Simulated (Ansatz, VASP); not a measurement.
## NaF in VASP and in Ansatz

```
F Na
1.0
     0.00000    2.35268    2.35268
     2.35268    0.00000    2.35268
     2.35268    2.35268    0.00000
F Na
1 1
Direct
  0.50000 0.50000 0.50000
  0.00000 0.00000 0.00000
```

Alike in both runs: task single point; functional PBE; k mesh 9 × 9 × 9; no spin polarisation.

```csv
,VASP,Ansatz
version,VASP 6.6.1,Ansatz 0.2.0
potentials or method,"VASP PAW PBE potentials, release 64 (F, Na_pv), cutoff 520 eV",PAW plane waves
occupations,"fermi-dirac, width 0.1 eV",fermi-dirac
valence electrons in the cell,14,16
```

```tsv
	VASP	Ansatz	Ansatz less VASP
gap on the k mesh at the Fermi level (eV)	6.06	6.07	+0.016
pressure (GPa)	-0.3	-0.1	+0.16
```

VASP's potentials hold 14 valence electrons a cell and Ansatz's 16, so a difference there can come from the potentials and not from the codes.
